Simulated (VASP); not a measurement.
# CdO (Fm-3m) in VASP: single point with PBE0

Aim: the single point of CdO with PBE0.

Everything below comes from runs of VASP 6.6.1. Logs are shortened: lines on timing, memory, paths and dates and some standing lists are left out, and cuts for length are marked.

### 1 The cell of the first run

Symmetry: Fm-3m, No. 225, cubic system. Conventional cell: a = 4.691 Å, b = 4.691 Å, c = 4.691 Å, α = 90.00°, β = 90.00°, γ = 90.00°. Cd (site symmetry m-3m) has 6 O at 2.35 Å within 3.1 Å. O (site symmetry m-3m) has 6 Cd at 2.35 Å within 3.1 Å.

### 2 Single point, PBE0

The input, POSCAR:

```
CdO
1.0
    0.0000000000      2.3453409452      2.3453409452
    2.3453409452      0.0000000000      2.3453409452
    2.3453409452      2.3453409452      0.0000000000
Cd O
1 1
Direct
    0.0000000000      0.0000000000      0.0000000000
    0.5000000000      0.5000000000      0.5000000000
```

The input, INCAR.step1:

```
ALGO = Normal
EDIFF = 1E-5
ENCUT = 520
GGA = PE
GGA_COMPAT = F
ISIF = 2
ISMEAR = 0
LASPH = T
LCHARG = F
LREAL = F
LWAVE = T
NBANDS = 16
NELM = 120
PREC = Accurate
SIGMA = 0.1
```

The input, INCAR.step2:

```
AEXX = 0.25
ALGO = Normal
EDIFF = 1E-6
ENCUT = 520
GGA = PE
GGA_COMPAT = F
ISIF = 2
ISMEAR = 0
ISTART = 1
LASPH = T
LCHARG = F
LHFCALC = T
LREAL = F
LWAVE = F
NBANDS = 16
NELM = 120
PREC = Accurate
PRECFOCK = Normal
SIGMA = 0.1
```

The input, KPOINTS:

```
k-points
0
Gamma
  6 6 6
```

Potentials or basis: VASP PAW PBE potentials, release 64 (Cd, O).

Launch:

```sh
> cat potpaw_PBE.64/Cd/POTCAR potpaw_PBE.64/O/POTCAR > POTCAR
> cp INCAR.step1 INCAR
> mpirun -np 1 vasp_std > vasp.out
> cp INCAR.step2 INCAR
> mpirun -np 1 vasp_std > vasp.out
```

OUTCAR:

```text
AEXX = 0.25
   EDIFF = 1E-6
   ENCUT = 520
   GGA = PE
   ISIF = 2
   ISMEAR = 0
   ISTART = 1
   LASPH = T
   LHFCALC = T
   LREAL = F
   NELM = 120
   PREC = Accurate
   PRECFOCK = Normal

 ion  position               nearest neighbor table
   1  0.000  0.000  0.000-   2 2.35   2 2.35   2 2.35   2 2.35   2 2.35   2 2.35
   2  0.500  0.500  0.500-   1 2.35   1 2.35   1 2.35   1 2.35   1 2.35   1 2.35

  LATTYP: Found a face centered cubic cell.
 ALAT       =     4.6906818904

  Lattice vectors:

 A1 = (   0.0000000000,   2.3453409452,   2.3453409452)
 A2 = (   2.3453409452,   0.0000000000,   2.3453409452)
 A3 = (   2.3453409452,   2.3453409452,   0.0000000000)

Analysis of symmetry for initial positions (statically):
=====================================================================
 Subroutine PRICEL returns:
 Original cell was already a primitive cell.

 Routine SETGRP: Setting up the symmetry group for a
 face centered cubic supercell.

 Subroutine GETGRP returns: Found 48 space group operations
 (whereof 48 operations were pure point group operations)
 out of a pool of 48 trial point group operations.

The static configuration has the point symmetry O_h .

Analysis of symmetry for dynamics (positions and initial velocities):
=====================================================================
 Subroutine PRICEL returns:
 Original cell was already a primitive cell.

 Routine SETGRP: Setting up the symmetry group for a
 face centered cubic supercell.

 Subroutine GETGRP returns: Found 48 space group operations
 (whereof 48 operations were pure point group operations)
 out of a pool of 48 trial point group operations.

The dynamic configuration has the point symmetry O_h .

 Subroutine INISYM returns: Found 48 space group operations
 (whereof 48 operations are pure point group operations),
 and found     1 'primitive' translations

----------------------------------------------------------------------------------------

                                     Primitive cell

  volume of cell :      25.8017

  direct lattice vectors                    reciprocal lattice vectors
     0.000000000  2.345340945  2.345340945    -0.213188620  0.213188620  0.213188620
     2.345340945  0.000000000  2.345340945     0.213188620 -0.213188620  0.213188620
     2.345340945  2.345340945  0.000000000     0.213188620  0.213188620 -0.213188620
[... 81 lines left out ...]
   ISIF   =      2    stress and relaxation
   ISYM   =      3    0-nonsym 1-usesym 2-fastsym
   POTIM  = 0.5000    time-step for ionic-motion
   TEBEG  =    0.0;   TEEND  =   0.0 temperature during run
   PSTRESS=    0.0 pullay stress
   NELECT =      18.0000    total number of electrons
   NUPDOWN=      -1.0000    fix difference up-down
   EMIN   =  10.00;   EMAX   =-10.00  energy-range for DOS
   EFERMI =   0.00;   METHOD = LEGACY
   ISMEAR =     0;   SIGMA  =   0.10  broadening in eV -4-tet -1-fermi 0-gaus
   EFERMI_NEDOS =   21; number of points for ismear=-14 and -15
   IALGO  =     38    algorithm
   IMIX   =      1    mixing-type and parameters
     AMIX     =   0.40;   BMIX     =  1.00
     AMIX_MAG =   1.60;   BMIX_MAG =  1.00
  volume/ion in A,a.u.               =      12.90        87.06
  Fermi-wavevector in a.u.,A,eV,Ry     =   1.451943  2.743775 28.682980  2.108140
  Thomas-Fermi vector in A             =   2.569382
   LORBIT       =      0    0 simple, 1 ext, 2 COOP (PROOUT), +10 PAW based schemes
   GGA     = PE    functional components
   LHFCALC =     T    Hartree Fock is set to
   PRECFOCK=normal    Normal, Fast or Accurate (Low or Medium for compatibility)
   ENCUT4O =  -1.0   cutoff for four orbital integrals eV
   NKREDX  =     1    reduce k-point grid by
   NKREDY  =     1    reduce k-point grid by
   NKREDZ  =     1    reduce k-point grid by
   AEXX    =    0.2500 exact exchange contribution
   HFSCREEN=    0.0000 screening length (either q_TF or 0.3 A-1)
   HFSCREENC=   0.0000 screening length for correlation (either q_TF or 0.3 A-1)
   ENCUTFOCK=  -1.0 apply spherical cutoff to Coloumb kernel
   IVDW    =     0    specifies the selected vdW correction
   LEPSILON=     F    determine dielectric tensor
   LRPA    =     F    only Hartree local field effects (RPA)
 non-spin polarized calculation
 Gauss-broadening in eV      SIGMA  =   0.10
  energy-cutoff  :      520.00
  volume of cell :       25.80
 maximum number of plane-waves:       725
 NGX is ok and might be reduce to    28
  NGX = 20; NGY = 20; NGZ = 20

 number of electron      18.0000003 magnetization

 Free energy of the ion-electron system (eV)
  ---------------------------------------------------
  ext. energy  EPLUGINS =         0.00000000
  ---------------------------------------------------
  free energy    TOTEN  =       -10.59163847 eV

  energy without entropy =      -10.59163847  energy(sigma->0) =      -10.59163847

 E-fermi :   1.1195     XC(G=0):  -9.1869

 val. band max:        0.6578993299   @ k =   0.5000   0.0000   0.0000
 cond. band min:       2.2541058234   @ k =   0.0000   0.0000   0.0000
 fundamental gap:      1.5962064935
 Fermi energy:         1.1194655479

 k-point     1 :       0.0000    0.0000    0.0000
  band No.  band energies     occupation
      1     -18.3678      2.00000
      2      -6.8808      2.00000
      3      -6.8808      2.00000
      4      -6.8808      2.00000
      5      -6.6195      2.00000
      6      -6.6195      2.00000
[... 281 lines left out ...]
      3      -6.9273      2.00000
      4      -6.6862      2.00000
      5      -6.1693      2.00000
      6      -5.9776      2.00000
[... 8 lines left out ...]
     15      24.6980      0.00000
     16      28.3224      0.00000

------------------------ aborting loop because EDIFF is reached ----------------------------------------

  FORCE on cell =-STRESS in cart. coord.  units (eV):
  Direction    XX          YY          ZZ          XY          YZ          ZX
  --------------------------------------------------------------------------------------
  -------------------------------------------------------------------------------------
  Total        0.4654380      0.4654380      0.4654380     -0.0000000     -0.0000000      0.0000000
  in kB       28.9017732     28.9017732     28.9017732     -0.0000000     -0.0000000      0.0000000
  external PRESSURE =      28.9017732 kB  Pullay stress =       0.0000000 kB

 VOLUME and BASIS-vectors are now :
 -----------------------------------------------------------------------------
  energy-cutoff  :      520.00
  volume of cell :       25.80
      direct lattice vectors                 reciprocal lattice vectors
     0.000000000  2.345340945  2.345340945    -0.213188620  0.213188620  0.213188620
     2.345340945  0.000000000  2.345340945     0.213188620 -0.213188620  0.213188620
     2.345340945  2.345340945  0.000000000     0.213188620  0.213188620 -0.213188620

 POSITION                                       TOTAL-FORCE (eV/Angst)
 -----------------------------------------------------------------------------------
      0.00000      0.00000      0.00000        -0.000000     -0.000000     -0.000000
      2.34534      2.34534      2.34534         0.000000      0.000000      0.000000
 -----------------------------------------------------------------------------------
    total drift:                                0.000000      0.000000      0.000000

  FREE ENERGIE OF THE ION-ELECTRON SYSTEM (eV)
  ---------------------------------------------------
  free  energy   TOTEN  =       -10.5916384684 eV

  energy  without entropy=      -10.5916384684  energy(sigma->0) =      -10.59163847
```

Run time: 14 min. Hardware: 1 thread of Intel Xeon 6975P-C (Granite Rapids), shared host; peak memory 0.17 GiB.

What came out:

- Free energy: -10.5916 eV
- Pressure: 2.9 GPa
- Band gap on the k mesh: 1.60 eV (least direct gap 2.96 eV)

Caveat: the PAW data sets were made with another functional, which shifts forces and pressure a little. A k mesh can miss the band edges.
